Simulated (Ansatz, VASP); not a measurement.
**One calculation of C, two programs**

```
C
1.0
     0.00000    1.30449    1.30449
     1.30449    0.00000    1.30449
     1.30449    1.30449    0.00000
C
1
Direct
  0.00000 0.00000 0.00000
```

Change from the starting cell: volume scaled by 0.605, to set the pressure.

Alike in both runs: task single point; functional PBE; k mesh 26 × 26 × 26; occupations fermi-dirac, width 0.08 eV; no spin polarisation.

|  | VASP | Ansatz |
| --- | --- | --- |
| version | VASP 6.6.1 | Ansatz 0.2.0 |
| potentials or method | VASP PAW PBE potentials, release 64 (C) | PAW with Ansatz's default frozen-core files, scalar-relativistic |
| plane-wave cutoff (eV) | 600 | 420 |
| valence electrons in the cell | 4 | 4 |

VASP gave:

* pressure (GPa): 185.4

Q: Which values does Ansatz return?

A: Pressure (GPa): 186.0.

Both programs put the cell under a high pressure, so it lies far from rest at this level.

Noted on VASP's run: the cell as given lies far from equilibrium.
